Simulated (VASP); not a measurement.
Set up this calculation in VASP 6.6.1, as the native input.

* Task: single point
* Functional: PBE
* Potentials or basis: VASP PAW PBE potentials, release 64 (Fe, Co)
* Cutoff: 520 eV
* k mesh: 6 × 6 × 2
* Occupations: gaussian, width 0.1 eV
* Spin: collinear spin, ferrimagnetic start
* Starting moments: [4.0, 3.0, 3.0, -3.0] μB
* Dipole correction: no
* Further INCAR settings: ALGO = Normal; EDIFF = 1e-06; NBANDS = 30

The structure of FeCo3 lies in POSCAR:

```
FeCo3
1.0
    2.4913133844      0.0000000000      0.0000000000
   -1.2456566922      2.1575406797      0.0000000000
    0.0000000000      0.0000000000      8.2317023455
Fe Co
1 3
Direct
    0.3333333333      0.6666666667      0.4999999471
    0.3333333333      0.6666666667      0.0000000876
    0.6666666667      0.3333333333      0.2448305203
    0.6666666667      0.3333333333      0.7551694450
```

One way to write it, as run:

INCAR

```
SYSTEM = FeCo3
  PREC = Accurate
  ENCUT = 520
  EDIFF = 1E-6
  ISMEAR = 0
  SIGMA = 0.1
  LREAL = .False.
  LASPH = .True.
  NELM = 150
  ALGO = Normal
  ISIF = 2
  LWAVE = .False.
  LCHARG = .False.
  ISPIN = 2
  MAGMOM = 4 3 3 -3
  LORBIT = 11
  LMAXMIX = 4
  GGA = PE
  NBANDS = 30
```

KPOINTS

```
regular mesh
0
Gamma
  6 6 2
  0 0 0
```

Potentials or basis: VASP PAW PBE potentials, release 64 (Fe, Co).

Launch:

```bash
$ cat potpaw_PBE.64/Fe/POTCAR potpaw_PBE.64/Co/POTCAR > POTCAR
$ mpirun -np 1 vasp_std > vasp.out
```

It gave:

```json
{"Pressure": "-4.3 GPa", "Largest force": "0.363 eV/Å", "Net moment": "4.53 μB per cell", "Site moments": "Fe +2.14; Co +1.51, +1.63, -0.70 μB", "Valence electrons inside the program's atomic spheres": "Fe 7.24; Co 8.27, 8.26"}
```

Caveat: the k points lie up to 0.49 Å⁻¹ apart.

Wall time 2.2 min on 1 thread of Intel(R) Xeon(R) 6975P-C (Granite Rapids), on a shared host, peak memory 0.19 GiB.
